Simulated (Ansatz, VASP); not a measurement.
# KF in VASP and in Ansatz

Contents of INCAR:

```
PREC     = Accurate       # precision mode
ENCUT    = 520            # plane-wave cutoff, eV
EDIFF    = 1E-7           # SCF threshold, eV
ISMEAR   = 0              # smearing method
SIGMA    = 0.05           # smearing width, eV
LREAL    = F              # projectors in reciprocal space
LASPH    = T              # aspherical terms in the spheres
NELM     = 100            # most SCF steps
ALGO     = Normal         # electronic algorithm
ISIF     = 2              # what is computed and relaxed
LWAVE    = F              # write WAVECAR
LCHARG   = T              # write CHGCAR
GGA      = PE             # functional
LELF     = T              # ELF
LVHAR    = T            
NBANDS   = 15             # bands
```

KPOINTS

```
Automatic mesh
0
Gamma
  8 8 8
```

POSCAR

```
KF
1.0
   -0.0561341678      2.6084624031      2.6084624031
    2.6084624031     -0.0561341678      2.6084624031
    2.6084624031      2.6084624031     -0.0561341678
K F
1 1
Direct
    0.0000000000      0.0000000000      0.0000000000
    0.5000000000      0.5000000000      0.5000000000
```

Input for Ansatz:

```yaml
crystal:
  lattice:
    - [-0.0561341678, 2.6084624031, 2.6084624031]
    - [2.6084624031, -0.0561341678, 2.6084624031]
    - [2.6084624031, 2.6084624031, -0.0561341678]
  atoms:
    - { symbol: K, position: [0.0, 0.0, 0.0] }
    - { symbol: F, position: [0.5, 0.5, 0.5] }
basis:
  ecutwfc: 520.0
kpoints:
  mp_grid: { grid: [8, 8, 8] }
hamiltonian:
  xc: pbe
scf:
  occupations: { method: gaussian, width: 0.05 }
output:
  forces: true
  stress: true
  eigenvalues: true
```

Alike in both runs: task single point; functional PBE; k mesh 8 × 8 × 8; occupations gaussian, width 0.05 eV; no spin polarisation.

|  | VASP | Ansatz |
| --- | --- | --- |
| version | VASP 6.6.1 | Ansatz 0.2.0 |
| potentials or method | VASP PAW PBE potentials, release 64 (K_sv, F), cutoff 520 eV | scalar-relativistic, plane waves, PAW |
| valence electrons in the cell | 16 | 16 |

Ansatz gave:

- gap on the k mesh at the Fermi level (eV): 6.37
- least direct gap on the mesh (eV): 6.37
- pressure (GPa): 2.9
- traceless stress, the component that is largest in VASP (GPa): 0.25

Q: Which values does VASP return?

A: gap on the k mesh at the Fermi level (eV): 6.36; least direct gap on the mesh (eV): 6.36; pressure (GPa): 3.0; traceless stress, the component that is largest in VASP (GPa): 0.25.
